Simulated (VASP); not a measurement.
Input of a VASP 6.6.1 run:

The input INCAR:

```
SYSTEM = Pd
ALGO = Normal
EDIFF = 1E-6
ENCUT = 520
GGA = PE
ISIF = 2
ISMEAR = 0
LASPH = .True.
LCHARG = .True.
LELF = .True.
LREAL = .False.
LVHAR = .True.
LWAVE = .False.
NBANDS = 11
NELM = 80
PREC = Accurate
SIGMA = 0.025
```

File KPOINTS:

```
k-points
0
Gamma
  12 12 12
  0 0 0
```

The input POSCAR:

```
Pd
1.0
   -1.5722810000      1.5722810000      1.5722810000
    1.5722810000     -1.5722810000      1.5722810000
    1.5722810000      1.5722810000     -1.5722810000
Pd
1
Direct
    0.0000000000      0.0000000000      0.0000000000
```

Potentials or basis: VASP PAW PBE potentials, release 64 (Pd).

The run is started by

```sh
$ cat potpaw_PBE.64/Pd/POTCAR > POTCAR
$ mpirun -np 1 vasp_std > vasp.out
```

Task: Estimate the band gap on the k mesh.

Result: Zero (band 5 reaches 9.47 eV, above the bottom of band 6 at 7.93 eV).

Task: What does it give for the pressure?

Result: -1.5 GPa.
